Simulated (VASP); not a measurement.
A run of VASP 6.6.1 is set up as follows.

The input INCAR:

```
PREC = Accurate
ENCUT = 520
EDIFF = 1E-6
ISMEAR = 0
SIGMA = 0.05
LREAL = F
LASPH = T
NELM = 150
ALGO = Normal
ISIF = 2
LWAVE = F
LCHARG = T
ISPIN = 2
MAGMOM = 1.61 0
LORBIT = 11
LMAXMIX = 4
GGA = PS
LELF = T
LVHAR = T
NBANDS = 20
```

KPOINTS

```
regular mesh
0
Gamma
  10 10 10
```

Contents of POSCAR:

```
TiSe
1.0
    0.0000000000      2.9199273462      2.9199273462
    2.9199273462      0.0000000000      2.9199273462
    2.9199273462      2.9199273462      0.0000000000
Ti Se
1 1
Direct
    0.0000000000      0.0000000000      0.0000000000
    0.2500000000      0.2500000000      0.2500000000
```

Potentials or basis: VASP PAW PBE potentials, release 64 (Ti_sv, Se).

Run with:

```bash
$ cat potpaw_PBE.64/Ti_sv/POTCAR potpaw_PBE.64/Se/POTCAR > POTCAR
$ mpirun -np 1 vasp_std > vasp.out
```

Task: Estimate the site moments.

Result: Ti +1.11; Se -0.04 μB.

Task: Predict the pressure.

Result: -3.5 GPa.

Task: Estimate the net moment.

Result: 1.38 μB per cell.

Caveat: the PAW data sets were made with another functional, which shifts forces and pressure a little.
